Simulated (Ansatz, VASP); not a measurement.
# Two plane-wave programs on CuO

```
CELL_PARAMETERS angstrom
2.07061 -2.23969 0.00000
2.07061 2.23969 0.00000
0.00000 0.00000 5.15593
ATOMIC_POSITIONS crystal
Cu 0.50000 0.00000 0.00000
Cu 0.00000 0.50000 0.50000
O 0.50000 0.50000 0.25000
O 0.50000 0.50000 0.75000
```

Alike in both runs: functional PBE; k mesh 7 × 7 × 5; occupations fermi-dirac, width 0.05 eV; no spin polarisation.

|  | VASP | Ansatz |
| --- | --- | --- |
| version | VASP 6.6.1 | Ansatz 0.2.0 |
| potentials or method | VASP PAW PBE potentials, release 64 (Cu, O) | Ansatz PAW |
| plane-wave cutoff (eV) | 520 | 420 |
| valence electrons in the cell | 34 | 50 |
| task | single point | band structure |

```tsv
	VASP	Ansatz	Ansatz less VASP
gap on the k mesh at the Fermi level (eV)	none	none	-
pressure (GPa)	-7.2	-7.7	-0.52
traceless stress, the component that is largest in VASP (GPa)	-1.55	-1.54	+0.011
```

A gap of «none» marks a metal or a gap that the smearing closes. VASP's potentials hold 34 valence electrons a cell and Ansatz's 50, so a difference there can come from the potentials and not from the codes.
